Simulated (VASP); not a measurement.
# InP (F-43m) in VASP: single point with PBE

Aim: the single point of InP with PBE.

All numbers are computed with VASP 6.6.1; they aren't measurements. Logs are shortened: lines on timing, memory, paths and dates and some standing lists are left out, and cuts for length are marked.

## Step 1: The cell of the first run

Symmetry: F-43m, No. 216, cubic system. The conventional cell has a = 5.959 Å, b = 5.959 Å, c = 5.959 Å, α = 90.00°, β = 90.00°, γ = 90.00°. Within 3.4 Å of In (site symmetry -43m) lie 4 P at 2.58 Å. Within 3.4 Å of P (site symmetry -43m) lie 4 In at 2.58 Å.

## Step 2: Single point, PBE

File POSCAR:

```
InP
1.0
    0.0000000000      2.9796726540      2.9796726540
    2.9796726540      0.0000000000      2.9796726540
    2.9796726540      2.9796726540      0.0000000000
In P
1 1
Direct
    0.0000000000      0.0000000000      0.0000000000
    0.7500000000      0.7500000000      0.7500000000
```

File INCAR.step1:

```
SYSTEM = InP
PREC = Accurate
ENCUT = 520
EDIFF = 1E-6
ISMEAR = 0
SIGMA = 0.05
LREAL = .False.
LASPH = .True.
NELM = 80
ALGO = Normal
ISIF = 2
LWAVE = .False.
LCHARG = .True.
GGA = PE
NBANDS = 16
```

File KPOINTS.step1:

```
Automatic mesh
0
Gamma
  10 10 10
  0 0 0
```

File INCAR.step2:

```
SYSTEM = InP
PREC = Accurate
ENCUT = 520
EDIFF = 1E-6
ISMEAR = -5
SIGMA = 0.05
LREAL = .False.
LASPH = .True.
NELM = 80
ALGO = Normal
ISIF = 2
LWAVE = .False.
LCHARG = .False.
GGA = PE
LORBIT = 10
NEDOS = 2001
ICHARG = 11
```

File KPOINTS.step2:

```
Automatic mesh
0
Gamma
  15 15 15
  0 0 0
```

Potentials or basis: VASP PAW PBE potentials, release 64 (In_d, P).

Command:

```
$ cat potpaw_PBE.64/In_d/POTCAR potpaw_PBE.64/P/POTCAR > POTCAR
$ cp INCAR.step1 INCAR
$ cp KPOINTS.step1 KPOINTS
$ mpirun -np 1 vasp_std > vasp.out
$ cp INCAR.step2 INCAR
$ cp KPOINTS.step2 KPOINTS
$ mpirun -np 1 vasp_std > vasp.out
```

OUTCAR:

```text
SYSTEM = InP
   PREC = Accurate
   ENCUT = 520
   EDIFF = 1E-6
   ISMEAR = -5
   LREAL = .False.
   LASPH = .True.
   NELM = 80
   ISIF = 2
   GGA = PE
   LORBIT = 10
   ICHARG = 11

 ion  position               nearest neighbor table
   1  0.000  0.000  0.000-   2 2.58   2 2.58   2 2.58   2 2.58
   2  0.750  0.750  0.750-   1 2.58   1 2.58   1 2.58   1 2.58

  LATTYP: Found a face centered cubic cell.
 ALAT       =     5.9593453080

  Lattice vectors:

 A1 = (   0.0000000000,   2.9796726540,   2.9796726540)
 A2 = (   2.9796726540,   0.0000000000,   2.9796726540)
 A3 = (   2.9796726540,   2.9796726540,   0.0000000000)

Analysis of symmetry for initial positions (statically):
=====================================================================
 Subroutine PRICEL returns:
 Original cell was already a primitive cell.

 Routine SETGRP: Setting up the symmetry group for a
 face centered cubic supercell.

 Subroutine GETGRP returns: Found 24 space group operations
 (whereof 24 operations were pure point group operations)
 out of a pool of 48 trial point group operations.

The static configuration has the point symmetry T_d .

Analysis of symmetry for dynamics (positions and initial velocities):
=====================================================================
 Subroutine PRICEL returns:
 Original cell was already a primitive cell.

 Routine SETGRP: Setting up the symmetry group for a
 face centered cubic supercell.

 Subroutine GETGRP returns: Found 24 space group operations
 (whereof 24 operations were pure point group operations)
 out of a pool of 48 trial point group operations.

The dynamic configuration has the point symmetry T_d .

 Subroutine INISYM returns: Found 24 space group operations
 (whereof 24 operations are pure point group operations),
 and found     1 'primitive' translations

----------------------------------------------------------------------------------------

                                     Primitive cell

  volume of cell :      52.9097

  direct lattice vectors                    reciprocal lattice vectors
     0.000000000  2.979672654  2.979672654    -0.167803668  0.167803668  0.167803668
     2.979672654  0.000000000  2.979672654     0.167803668 -0.167803668  0.167803668
     2.979672654  2.979672654  0.000000000     0.167803668  0.167803668 -0.167803668

  length of vectors
     4.213893479  4.213893479  4.213893479     0.290644478  0.290644478  0.290644478

  position of ions in fractional coordinates (direct lattice)
     0.000000000  0.000000000  0.000000000
     0.750000000  0.750000000  0.750000000

  ion indices of the primitive-cell ions
   primitive index   ion index
                 1           1
                 2           2
[... 95 lines left out ...]
  volume/ion in A,a.u.               =      26.45       178.53
  Fermi-wavevector in a.u.,A,eV,Ry     =   1.142844  2.159663 17.770479  1.306093
  Thomas-Fermi vector in A             =   2.279541
   LORBIT       =     10    0 simple, 1 ext, 2 COOP (PROOUT), +10 PAW based schemes
   GGA     = PE    functional components
   LHFCALC =     F    Hartree Fock is set to
   AEXX    =    0.0000 exact exchange contribution
   IVDW    =     0    specifies the selected vdW correction
   LEPSILON=     F    determine dielectric tensor
   LRPA    =     F    only Hartree local field effects (RPA)
 non-spin polarized calculation
 Fermi weights with tetrahedron method with Bloechl corrections
  energy-cutoff  :      520.00
  volume of cell :       52.91
 maximum number of plane-waves:      1440

 number of electron      18.0000005 magnetization

 Free energy of the ion-electron system (eV)
  ---------------------------------------------------
  ext. energy  EPLUGINS =         0.00000000
  ---------------------------------------------------
  free energy    TOTEN  =        -8.40886579 eV

  energy without entropy =       -8.40886579  energy(sigma->0) =       -8.40886579

 E-fermi :   4.6653     XC(G=0):  -9.0636

 val. band max:        4.6569814140   @ k =   0.0000   0.0000   0.0000
 cond. band min:       5.0969062028   @ k =   0.0000   0.0000   0.0000
 fundamental gap:      0.4399247888
 Fermi energy:         4.6653224029

 k-point     1 :       0.0000    0.0000    0.0000
  band No.  band energies     occupation
      1      -9.4381      2.00000
      2      -9.4381      2.00000
      3      -9.4381      2.00000
      4      -9.3077      2.00000
      5      -9.3077      2.00000
      6      -6.5299      2.00000
      7       4.6570      2.00000
      8       4.6570      2.00000
      9       4.6570      2.00000
     10       5.0969      0.00000
     11       8.7473      0.00000
     12       8.7473      0.00000
     13       8.7473      0.00000
[... 354 lines left out ...]
  band No.  band energies     occupation
      1      -9.4831      2.00000
      2      -9.4176      2.00000
      3      -9.4167      2.00000
      4      -9.3158      2.00000
      5      -9.3006      2.00000
      6      -6.1168      2.00000
      7       2.3228      2.00000
      8       3.9141      2.00000
      9       3.9317      2.00000
     10       7.0557      0.00000
     11       7.9608      0.00000
     12       9.8395      0.00000
     13       9.8530      0.00000

 [... further k-points ...]

------------------------ aborting loop because EDIFF is reached ----------------------------------------

  FORCE on cell =-STRESS in cart. coord.  units (eV):
  Direction    XX          YY          ZZ          XY          YZ          ZX
  --------------------------------------------------------------------------------------
  -------------------------------------------------------------------------------------
  Total       -0.0002567     -0.0002567     -0.0002567      0.0000000      0.0000000      0.0000000
  in kB       -0.0077731     -0.0077731     -0.0077731      0.0000000      0.0000000      0.0000000
  external PRESSURE =      -0.0077731 kB  Pullay stress =       0.0000000 kB

 VOLUME and BASIS-vectors are now :
 -----------------------------------------------------------------------------
  energy-cutoff  :      520.00
  volume of cell :       52.91
      direct lattice vectors                 reciprocal lattice vectors
     0.000000000  2.979672654  2.979672654    -0.167803668  0.167803668  0.167803668
     2.979672654  0.000000000  2.979672654     0.167803668 -0.167803668  0.167803668
     2.979672654  2.979672654  0.000000000     0.167803668  0.167803668 -0.167803668

 POSITION                                       TOTAL-FORCE (eV/Angst)
 -----------------------------------------------------------------------------------
      0.00000      0.00000      0.00000        -0.000000     -0.000000     -0.000000
      4.46951      4.46951      4.46951         0.000000      0.000000      0.000000
 -----------------------------------------------------------------------------------
    total drift:                                0.000000      0.000000      0.000000

  FREE ENERGIE OF THE ION-ELECTRON SYSTEM (eV)
  ---------------------------------------------------
  free  energy   TOTEN  =        -8.4088657933 eV

  energy  without entropy=       -8.4088657933  energy(sigma->0) =       -8.40886579

 total charge

# of ion       s       p       d       tot
------------------------------------------
    1        0.826   0.717   9.893  11.436
    2        1.035   1.467   0.000   2.502
--------------------------------------------------
tot          1.861   2.184   9.893  13.938
```

OSZICAR.step1:

```text
N       E                     dE             d eps       ncg     rms          rms(c)
DAV:   1     0.112756658799E+03    0.11276E+03   -0.83917E+03  1512   0.124E+03
DAV:   2    -0.103606841060E+01   -0.11379E+03   -0.10861E+03  1656   0.300E+02
DAV:   3    -0.859367762787E+01   -0.75576E+01   -0.75203E+01  2032   0.756E+01
DAV:   4    -0.879756019329E+01   -0.20388E+00   -0.20383E+00  1840   0.135E+01
DAV:   5    -0.880887083218E+01   -0.11311E-01   -0.11310E-01  2344   0.271E+00    0.526E+00
DAV:   6    -0.843052785945E+01    0.37834E+00   -0.62050E-01  2400   0.122E+01    0.316E+00
DAV:   7    -0.840652185091E+01    0.24006E-01   -0.14657E-01  2144   0.286E+00    0.121E+00
DAV:   8    -0.840714237145E+01   -0.62052E-03   -0.13765E-02  1824   0.135E+00    0.272E-01
DAV:   9    -0.840779155562E+01   -0.64918E-03   -0.12848E-03  1896   0.391E-01    0.145E-01
DAV:  10    -0.840793818757E+01   -0.14663E-03   -0.21572E-04  2256   0.168E-01    0.925E-02
DAV:  11    -0.840801704717E+01   -0.78860E-04   -0.11806E-04  1768   0.872E-02    0.393E-02
DAV:  12    -0.840801663549E+01    0.41168E-06   -0.70204E-06  1872   0.270E-02
   1 F= -.84080166E+01 E0= -.84080166E+01  d E =-.716328E-11
```

It took 1.9 min on 1 thread of AMD EPYC 7R13, shared host; peak memory 0.2 GiB.

What came out:

```
Valence electrons inside the program's atomic spheres : In 11.44; P 2.50
```

Caveat: spin-orbit coupling is left out, which moves the levels of the heavy elements.
